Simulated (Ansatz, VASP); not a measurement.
## One calculation of BeS, two programs

```
S Be
1.0
     0.00000    2.42500    2.42500
     2.42500    0.00000    2.42500
     2.42500    2.42500    0.00000
S Be
1 1
Direct
  0.75000 0.75000 0.75000
  0.00000 0.00000 0.00000
```

Alike in both runs: task single point; functional PBE; k mesh 4 × 4 × 4; occupations fermi-dirac, width 0.04 eV; no spin polarisation.

|  | VASP | Ansatz |
| --- | --- | --- |
| version | VASP 6.6.1 | Ansatz 0.2.0 |
| potentials or method | VASP PAW PBE potentials, release 64 (S, Be), cutoff 600 eV | all-electron LAPW, scalar-relativistic |

VASP gave:

- gap on the k mesh at the Fermi level (eV): 3.10
- least direct gap on the mesh (eV): 5.66
- pressure (GPa): 2.1

Task: Which values does Ansatz return?

Result: gap on the k mesh at the Fermi level (eV): 3.10; least direct gap on the mesh (eV): 5.64; pressure (GPa): 2.1.

Ansatz ran all-electron here, and VASP with PAW potentials.

The k mesh is coarse, so the values compare programs but aren't converged.
